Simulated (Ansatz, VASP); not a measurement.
# C28O in VASP and in Ansatz

```
C O
1.0
    -4.93303   -4.27213    0.00000
     1.23326   -6.40820    0.00000
    -1.23326   -3.56011    8.57567
C O
28 1
Direct
  0.79043 0.93355 0.77104
  0.93355 0.50499 0.77104
  0.50499 0.79043 0.77104
  0.64874 0.36224 0.76967
  0.21935 0.64874 0.76967
  0.36224 0.21935 0.76967
  0.07628 0.07628 0.77117
  0.45799 0.60088 0.76964
  0.60088 0.17150 0.76964
  0.17150 0.45799 0.76964
  0.31432 0.02889 0.77104
  0.88576 0.31432 0.77104
  0.02889 0.88576 0.77104
  0.74296 0.74296 0.77113
  0.97111 0.11424 0.22896
  0.11424 0.68568 0.22896
  0.68568 0.97111 0.22896
  0.82850 0.54201 0.23036
  0.39912 0.82850 0.23036
  0.54201 0.39912 0.23036
  0.25704 0.25704 0.22887
  0.63776 0.78065 0.23033
  0.78065 0.35126 0.23033
  0.35126 0.63776 0.23033
  0.49501 0.20957 0.22896
  0.06645 0.49501 0.22896
  0.20957 0.06645 0.22896
  0.92372 0.92372 0.22883
  0.50000 0.50000 0.50000
```

Alike in both runs: functional PBE; k mesh 5 × 5 × 5; occupations gaussian, width 0.1 eV; no spin polarisation.

Ansatz relaxed the structure, and its values are those at the end. VASP's run is a single point on that final structure, the one shown.

```csv
,VASP,Ansatz
version,VASP 6.6.1,Ansatz 0.2.0
potentials or method,"VASP PAW PBE potentials, release 64 (C, O), cutoff 520 eV","scalar-relativistic, plane waves, PAW"
valence electrons in the cell,118,118
```

```tsv
	VASP	Ansatz	Ansatz less VASP
gap on the k mesh at the Fermi level (eV)	none	none	-
rms of the force components (eV/Å)	0.010	0.010	-0.0006
```

A gap of «none» marks a metal or a gap that the smearing closes. With one functional, cell and mesh, what is left measures potentials, basis and numerics.
